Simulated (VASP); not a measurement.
# BN (d4) (P6_3/mmc) in VASP: a series of runs

BN (d4) is run at these levels: PBE+D4; tasks: single point, relaxation of cell and atoms.

Program: VASP 6.6.1. These are calculated values, not measurements. Logs are shortened: lines on timing, memory, paths and dates and some standing lists are left out, and cuts for length are marked.

## Step 1: The cell of the first run

Symmetry: P6_3/mmc, No. 194, hexagonal system. Conventional cell: a = 2.507 Å, b = 2.507 Å, c = 6.552 Å, α = 90.00°, β = 90.00°, γ = 120.00°. B (site symmetry -6m2) has 3 N at 1.45 Å within 1.9 Å. Within 1.9 Å of N (site symmetry -6m2) lie 3 B at 1.45 Å.

## Step 2: Single point, PBE+D4

INCAR reads:

```
SYSTEM = BN
PREC = Accurate
ENCUT = 520
EDIFF = 1E-6
ISMEAR = 0
SIGMA = 0.02
LREAL = .FALSE.
LASPH = .TRUE.
NELM = 60
ALGO = Normal
ISIF = 2
LWAVE = .FALSE.
LCHARG = .FALSE.
GGA = PE
IVDW = 13
NBANDS = 16
```

KPOINTS reads:

```
Automatic mesh
0
G
  12 12 4
  0 0 0
```

POSCAR reads:

```
BN
1.0
    2.5070133533      0.0000000000      0.0000000000
   -1.2535066766      2.1711372516      0.0000000000
    0.0000000000      0.0000000000      6.5523145172
B N
2 2
Direct
    0.3333333333      0.6666666667      0.2500000000
    0.6666666667      0.3333333333      0.7500000000
    0.3333333333      0.6666666667      0.7500000000
    0.6666666667      0.3333333333      0.2500000000
```

Potentials or basis: VASP PAW PBE potentials, release 64 (B, N).

Command:

```console
cat potpaw_PBE.64/B/POTCAR potpaw_PBE.64/N/POTCAR > POTCAR
mpirun -np 1 vasp_std > vasp.out
```

OUTCAR:

```text
SYSTEM = BN
   PREC = Accurate
   ENCUT = 520
   EDIFF = 1E-6
   ISMEAR = 0
   LREAL = .FALSE.
   LASPH = .TRUE.
   NELM = 60
   ISIF = 2
   GGA = PE
   IVDW = 13

 ion  position               nearest neighbor table
   1  0.333  0.667  0.250-   4 1.45   4 1.45   4 1.45
   2  0.667  0.333  0.750-   3 1.45   3 1.45   3 1.45
   3  0.333  0.667  0.750-   2 1.45   2 1.45   2 1.45
   4  0.667  0.333  0.250-   1 1.45   1 1.45   1 1.45

  LATTYP: Found a hexagonal cell.
 ALAT       =     2.5070133533
 C/A-ratio  =     2.6135937842

  Lattice vectors:

 A1 = (   2.5070133533,   0.0000000000,   0.0000000000)
 A2 = (  -1.2535066766,   2.1711372516,   0.0000000000)
 A3 = (   0.0000000000,   0.0000000000,   6.5523145172)

Analysis of symmetry for initial positions (statically):
=====================================================================
 Subroutine PRICEL returns:
 Original cell was already a primitive cell.

 Routine SETGRP: Setting up the symmetry group for a
 hexagonal supercell.

 Subroutine GETGRP returns: Found 24 space group operations
 (whereof 12 operations were pure point group operations)
 out of a pool of 24 trial point group operations.

The static configuration has the point symmetry D_3d.
 The point group associated with its full space group is D_6h.

Analysis of symmetry for dynamics (positions and initial velocities):
=====================================================================
 Subroutine PRICEL returns:
 Original cell was already a primitive cell.

 Routine SETGRP: Setting up the symmetry group for a
 hexagonal supercell.

 Subroutine GETGRP returns: Found 24 space group operations
 (whereof 12 operations were pure point group operations)
 out of a pool of 24 trial point group operations.

The dynamic configuration has the point symmetry D_3d.
 The point group associated with its full space group is D_6h.

 Subroutine INISYM returns: Found 24 space group operations
 (whereof 12 operations are pure point group operations),
 and found     1 'primitive' translations

----------------------------------------------------------------------------------------

                                     Primitive cell

  volume of cell :      35.6647

  direct lattice vectors                    reciprocal lattice vectors
     2.507013353  0.000000000  0.000000000     0.398881003  0.230294054  0.000000000
    -1.253506677  2.171137252  0.000000000     0.000000000  0.460588108  0.000000000
     0.000000000  0.000000000  6.552314517     0.000000000  0.000000000  0.152617826

  length of vectors
     2.507013353  2.507013353  6.552314517     0.460588108  0.460588108  0.152617826

  position of ions in fractional coordinates (direct lattice)
     0.333333333  0.666666667  0.250000000
     0.666666667  0.333333333  0.750000000
     0.333333333  0.666666667  0.750000000
     0.666666667  0.333333333  0.250000000

  ion indices of the primitive-cell ions
   primitive index   ion index
                 1           1
                 2           2
                 3           3
                 4           4

----------------------------------------------------------------------------------------

 KPOINTS: Automatic mesh

Automatic generation of k-mesh.
 Grid dimensions read from file:
 generate k-points for:   12   12    4

 Generating k-lattice:

  Cartesian coordinates                     Fractional coordinates (reciprocal lattice)
     0.033240084  0.019191171  0.000000000     0.083333333  0.000000000  0.000000000
     0.000000000  0.038382342  0.000000000     0.000000000  0.083333333  0.000000000
     0.000000000  0.000000000  0.038154457     0.000000000  0.000000000  0.250000000

  Length of vectors
     0.038382342  0.038382342  0.038154457

  Shift w.r.t. Gamma in fractional coordinates (k-lattice)
     0.000000000  0.000000000  0.000000000

 Subroutine IBZKPT returns following result:
 ===========================================

 Found     57 irreducible k-points:

 Following reciprocal coordinates:
            Coordinates               Weight
  0.000000  0.000000  0.000000      1.000000
  0.083333 -0.000000  0.000000      6.000000
  0.166667  0.000000  0.000000      6.000000
  0.250000 -0.000000  0.000000      6.000000
  0.333333  0.000000  0.000000      6.000000
  0.416667 -0.000000  0.000000      6.000000
[... 16 lines left out ...]
  0.250000 -0.000000  0.250000     12.000000
  0.333333  0.000000  0.250000     12.000000
 [... further k-points ...]
   k-points           NKPTS =     57   k-points in BZ     NKDIM =     57   number of bands    NBANDS=     16
   number of dos      NEDOS =    301   number of ions     NIONS =      4
   total plane-waves  NPLWV =  20000
   dimension x,y,z NGX =    20 NGY =   20 NGZ =   50
   dimension x,y,z NGXF=    40 NGYF=   40 NGZF=  100
   ions per type =               2   2
   NGX,Y,Z   is equivalent  to a cutoff of  13.26, 13.26, 12.69 a.u.
   NGXF,Y,Z  is equivalent  to a cutoff of  26.52, 26.52, 25.37 a.u.
 SYSTEM =  BN
   PREC   = accura    normal or accurate (medium, high low for compatibility)
   ISTART =      0    job   : 0-new  1-cont  2-samecut
   ICHARG =      2    charge: 1-file 2-atom 10-const
   ISPIN  =      1    spin polarized calculation?
   LNONCOLLINEAR =      F non collinear calculations
   LSORBIT =      F    spin-orbit coupling
   LASPH  =      T    aspherical Exc in radial PAW
   ENCUT  =  520.0 eV  38.22 Ry    6.18 a.u.   4.66  4.66 12.18*2*pi/ulx,y,z
   NELM   =     60;   NELMIN=  2; NELMDL= -5     # of ELM steps
   EDIFF  = 0.1E-05   stopping-criterion for ELM
   LREAL  =      F    real-space projection
   EDIFFG = 0.1E-04   stopping-criterion for IOM
   NSW    =      0    number of steps for IOM
   IBRION =     -1    ionic relax: 0-MD 1-quasi-New 2-CG
   NFREE  =      0    steps in history (QN), initial steepest desc. (CG)
   ISIF   =      2    stress and relaxation
   ISYM   =      2    0-nonsym 1-usesym 2-fastsym
   POTIM  = 0.5000    time-step for ionic-motion
   TEBEG  =    0.0;   TEEND  =   0.0 temperature during run
   PSTRESS=    0.0 pullay stress
   NELECT =      16.0000    total number of electrons
   NUPDOWN=      -1.0000    fix difference up-down
   EMIN   =  10.00;   EMAX   =-10.00  energy-range for DOS
   EFERMI =   0.00;   METHOD = LEGACY
   ISMEAR =     0;   SIGMA  =   0.02  broadening in eV -4-tet -1-fermi 0-gaus
   EFERMI_NEDOS =   21; number of points for ismear=-14 and -15
   IALGO  =     38    algorithm
   IMIX   =      4    mixing-type and parameters
     AMIX     =   0.40;   BMIX     =  1.00
     AMIX_MAG =   1.60;   BMIX_MAG =  1.00
  volume/ion in A,a.u.               =       8.92        60.17
  Fermi-wavevector in a.u.,A,eV,Ry     =   1.253243  2.368286 21.369554  1.570618
  Thomas-Fermi vector in A             =   2.387105
   LORBIT       =      0    0 simple, 1 ext, 2 COOP (PROOUT), +10 PAW based schemes
   GGA     = PE    functional components
   LHFCALC =     F    Hartree Fock is set to
   AEXX    =    0.0000 exact exchange contribution
   IVDW    =    13    specifies the selected vdW correction
   LEPSILON=     F    determine dielectric tensor
   LRPA    =     F    only Hartree local field effects (RPA)
 non-spin polarized calculation
 Gauss-broadening in eV      SIGMA  =   0.02
  energy-cutoff  :      520.00
  volume of cell :       35.66
 maximum number of plane-waves:       985
 NGX is ok and might be reduce to    20
   NGX =  9   NGY =  9   NGZ = 25

 number of electron      15.9999997 magnetization

 Free energy of the ion-electron system (eV)
  ---------------------------------------------------
  ext. energy  EPLUGINS =         0.00000000
  ---------------------------------------------------
  free energy    TOTEN  =       -35.14490637 eV

  energy without entropy =      -35.14490637  energy(sigma->0) =      -35.14490637

 E-fermi :   2.5693     XC(G=0): -10.1510

 val. band max:        2.3759982638   @ k =   0.3333   0.2500   0.0000
 cond. band min:       6.6173256329   @ k =   0.5000  -0.0000   0.0000
 fundamental gap:      4.2413273691
 Fermi energy:         2.5693481388

 k-point     1 :       0.0000    0.0000    0.0000
  band No.  band energies     occupation
      1     -15.4264      2.00000
      2     -15.1004      2.00000
      3      -3.8898      2.00000
      4      -1.6208      2.00000
      5       1.0302      2.00000
      6       1.0302      2.00000
[... 8 lines left out ...]
     15      14.6036      0.00000
     16      15.3619      0.00000

 k-point     2 :       0.0833   -0.0000    0.0000
  band No.  band energies     occupation
      1     -15.2905      2.00000
      2     -14.9694      2.00000
      3      -3.7035      2.00000
      4      -1.4546      2.00000
      5       0.4726      2.00000
      6       0.5115      2.00000
[... 8 lines left out ...]
     15      14.8522      0.00000
     16      15.0905      0.00000

 k-point     3 :       0.1667    0.0000    0.0000
  band No.  band energies     occupation
      1     -14.8902      2.00000
      2     -14.5844      2.00000
      3      -3.1512      2.00000
      4      -0.9665      2.00000
      5      -0.9419      2.00000
      6      -0.8945      2.00000
[... 8 lines left out ...]
     15      16.2047      0.00000
     16      16.2184      0.00000

 k-point     4 :       0.2500   -0.0000    0.0000
  band No.  band energies     occupation
      1     -14.2518      2.00000
      2     -13.9732      2.00000
      3      -2.7382      2.00000
      4      -2.6674      2.00000
      5      -2.2578      2.00000
      6      -0.5934      2.00000
[... 8 lines left out ...]
     15      17.9481      0.00000
     16      18.3441      0.00000

 k-point     5 :       0.3333    0.0000    0.0000
  band No.  band energies     occupation
      1     -13.4419      2.00000
      2     -13.2074      2.00000
      3      -4.5257      2.00000
      4      -4.4330      2.00000
      5      -1.2207      2.00000
      6      -1.1507      2.00000
[... 8 lines left out ...]
     15      18.0882      0.00000
     16      20.8646      0.00000

 k-point     6 :       0.4167   -0.0000    0.0000
  band No.  band energies     occupation
      1     -12.6307      2.00000
      2     -12.4706      2.00000
      3      -5.9465      2.00000
      4      -5.8539      2.00000
      5      -1.6321      2.00000
      6      -1.5590      2.00000
[... 8 lines left out ...]
     15      17.6825      0.00000
     16      21.6178      0.00000
[... 267 lines left out ...]
 k-point    21 :       0.0833   -0.0000    0.2500
  band No.  band energies     occupation
      1     -15.2462      2.00000
      2     -15.0194      2.00000
      3      -3.4308      2.00000
      4      -1.8655      2.00000
      5       0.4800      2.00000
      6       0.5092      2.00000
[... 8 lines left out ...]
     15      14.8902      0.00000
     16      15.0614      0.00000

 k-point    22 :       0.1667    0.0000    0.2500
  band No.  band energies     occupation
      1     -14.8478      2.00000
      2     -14.6318      2.00000
      3      -2.8884      2.00000
      4      -1.3884      2.00000
      5      -0.9279      2.00000
      6      -0.8709      2.00000
[... 8 lines left out ...]
     15      16.0950      0.00000
     16      16.1852      0.00000

 k-point    23 :       0.2500   -0.0000    0.2500
  band No.  band energies     occupation
      1     -14.2130      2.00000
      2     -14.0162      2.00000
      3      -2.7456      2.00000
      4      -2.6856      2.00000
      5      -1.9823      2.00000
      6      -0.5840      2.00000
[... 8 lines left out ...]
     15      18.3602      0.00000
     16      18.4482      0.00000

 k-point    24 :       0.3333    0.0000    0.2500
  band No.  band energies     occupation
      1     -13.4089      2.00000
      2     -13.2432      2.00000
      3      -4.5165      2.00000
      4      -4.4504      2.00000
      5      -1.2106      2.00000
      6      -1.1611      2.00000
[... 8 lines left out ...]
     15      19.2015      0.00000
     16      20.8888      0.00000

 [... further k-points ...]

------------------------ aborting loop because EDIFF is reached ----------------------------------------

  DFT-D4 for vdW energy calculation

  Edisp (eV):   -0.65092

  FORCE on cell =-STRESS in cart. coord.  units (eV):
  Direction    XX          YY          ZZ          XY          YZ          ZX
  --------------------------------------------------------------------------------------
  -------------------------------------------------------------------------------------
  Total       0.04152     0.04152    -0.02762     0.00000    -0.00000     0.00000
  in kB       1.86532     1.86532    -1.24082     0.00000    -0.00000     0.00000
  external pressure =        0.83 kB  Pullay stress =        0.00 kB

 VOLUME and BASIS-vectors are now :
 -----------------------------------------------------------------------------
  energy-cutoff  :      520.00
  volume of cell :       35.66
      direct lattice vectors                 reciprocal lattice vectors
     2.507013353  0.000000000  0.000000000     0.398881003  0.230294054  0.000000000
    -1.253506677  2.171137252  0.000000000     0.000000000  0.460588108  0.000000000
     0.000000000  0.000000000  6.552314517     0.000000000  0.000000000  0.152617826

 POSITION                                       TOTAL-FORCE (eV/Angst)
 -----------------------------------------------------------------------------------
     -0.00000      1.44742      1.63808        -0.000000      0.000000      0.000000
      1.25351      0.72371      4.91424         0.000000     -0.000000      0.000000
     -0.00000      1.44742      4.91424        -0.000000      0.000000      0.000000
      1.25351      0.72371      1.63808        -0.000000      0.000000      0.000000
 -----------------------------------------------------------------------------------
    total drift:                               -0.000000      0.000000     -0.000000

  FREE ENERGIE OF THE ION-ELECTRON SYSTEM (eV)
  ---------------------------------------------------
  free  energy   TOTEN  =       -35.7958283053 eV

  energy  without entropy=      -35.7958283053  energy(sigma->0) =      -35.79582831
```

Wall time 21 s (1 thread of Intel Xeon Platinum 8488C (Sapphire Rapids), shared host); peak memory 0.16 GiB.

Results:

```
Free energy                : -35.7958 eV
Pressure                   : 0.1 GPa
Band gap on the k mesh     : 4.24 eV, indirect (least direct gap 4.63 eV)
Dispersion energy per atom : -0.163 eV
```

Levels at points of the mesh, in eV from the valence-band top:
| k point | band 5 | band 6 | band 7 | band 8 | band 9 | band 10 | band 11 | band 12 |
| --- | --- | --- | --- | --- | --- | --- | --- | --- |
| (0.00, 0.00, 0.00) | -1.35 | -1.35 | -1.30 | -1.30 | 5.34 | 10.45 | 11.50 | 11.50 |
| (0.50, 0.00, 0.00) | -4.15 | -4.08 | -1.49 | -0.40 | 4.24 | 5.69 | 9.50 | 9.90 |
| (0.00, 0.00, 0.50) | -1.32 | -1.32 | -1.32 | -1.32 | 7.77 | 7.77 | 11.57 | 11.57 |
| (0.50, 0.00, 0.50) | -4.11 | -4.11 | -0.92 | -0.92 | 4.72 | 4.72 | 9.88 | 9.88 |

A k mesh can miss the band edges. As with any semilocal functional, this PBE gap is likely too small.

[end of part 1 of 2]
